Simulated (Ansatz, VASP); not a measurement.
One calculation of Ti, two programs

```
Ti
1.0
    -1.62459    1.64100    1.64100
     1.64100   -1.62459    1.64100
     1.64100    1.64100   -1.62459
Ti
1
Direct
  0.00000 0.00000 0.00000
```

Change from the starting cell: equal xy, yz and zx shear strains of +1 %.

Alike in both runs: task single point; functional PBE; k mesh 14 × 14 × 14; occupations fermi-dirac, width 0.05 eV; no spin polarisation.

|  | VASP | Ansatz |
| --- | --- | --- |
| version | VASP 6.6.1 | Ansatz 0.2.0 |
| potentials or method | VASP PAW PBE potentials, release 64 (Ti_sv), cutoff 520 eV | all-electron LAPW, scalar-relativistic |

VASP gave:

| Item | Value |
| --- | --- |
| pressure (GPa) | -2.6 |
| traceless stress, the component that is largest in VASP (GPa) | -0.41 |

Question: What did Ansatz give for the same quantities?

Answer: Pressure (GPa): -2.4; traceless stress, the component that is largest in VASP (GPa): -0.41.

Ansatz ran all-electron here, and VASP with PAW potentials.
